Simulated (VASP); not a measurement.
Sn, 1 atom in the cell. The structure is cubic, space group Im-3m (No. 229). The conventional cell has a = 3.789 Å, b = 3.789 Å, c = 3.789 Å, α = 90.00°, β = 90.00°, γ = 90.00°. Within 4.3 Å of Sn (site symmetry m-3m) lie 14 Sn at 3.28 to 3.79 Å. 

- Program: VASP 6.6.1
- Task: phonons
- Functional: r2SCAN
- Potentials or basis: VASP PAW PBE potentials, release 64 (Sn_d)
- Cutoff: 520 eV
- k mesh: 5 × 5 × 5
- Occupations: methfessel-paxton, width 0.1 eV
- Spin: no spin polarisation
- Dipole correction: no
- Further INCAR settings: ALGO = Normal; EDIFF = 1e-08; NBANDS = 13; IBRION = 6; POTIM = 0.015; NSW = 1

Potentials or basis: VASP PAW PBE potentials, release 64 (Sn_d).

The run is started by

```bash
$ cat potpaw_PBE.64/Sn_d/POTCAR > POTCAR
$ mpirun -np 1 vasp_std > vasp.out
```

Hardware: 1 thread of Intel(R) Xeon(R) Platinum 8259CL CPU @ 2.50GHz (Skylake/Cascade Lake) (shared host).

Question: How long does it take, and how much memory?

Answer: It took 58 s on 1 thread of Intel(R) Xeon(R) Platinum 8259CL CPU @ 2.50GHz (Skylake/Cascade Lake) (shared host), peak memory 0.14 GiB. Counts: scf iterations 51, k points 10.
